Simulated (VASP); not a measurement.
Here is a VASP 6.6.1 calculation.

POSCAR

```
NaF
1.0
    2.7934851918      0.0000000000      0.0000000000
    0.0000000000      2.7934851918      0.0000000000
    0.0000000000      0.0000000000      2.7934851918
Na F
1 1
Direct
    0.0000000000      0.0000000000      0.0000000000
    0.5000000000      0.5000000000      0.5000000000
```

INCAR.step1

```
PREC = Accurate
ENCUT = 520
EDIFF = 1E-5
ISMEAR = 0
SIGMA = 0.01
LREAL = F
LASPH = T
NELM = 80
ALGO = Normal
ISIF = 2
LWAVE = T
LCHARG = F
GGA = PE
NBANDS = 14
```

INCAR.step2

```
PREC = Accurate
ENCUT = 520
EDIFF = 1E-6
ISMEAR = 0
SIGMA = 0.01
LREAL = F
LASPH = T
NELM = 80
ALGO = Normal
ISIF = 2
LWAVE = F
LCHARG = F
GGA = PE
LHFCALC = T
HFSCREEN = 0.2079
PRECFOCK = Normal
ISTART = 1
NBANDS = 14
```

The input KPOINTS:

```
regular mesh
0
Gamma
  6 6 6
```

Potentials or basis: VASP PAW PBE potentials, release 64 (Na_pv, F).

Command:

```console
$ cat potpaw_PBE.64/Na_pv/POTCAR potpaw_PBE.64/F/POTCAR > POTCAR
$ cp INCAR.step1 INCAR
$ mpirun -np 1 vasp_std > vasp.out
$ cp INCAR.step2 INCAR
$ mpirun -np 1 vasp_std > vasp.out
```

Task: Estimate the band gap on the k mesh.

Result: 8.30 eV, indirect (least direct gap 8.65 eV).

Task: Predict the pressure.

Result: 1.9 GPa.

Caveat: the PAW data sets were made with another functional, which shifts forces and pressure a little. A k mesh can miss the band edges.
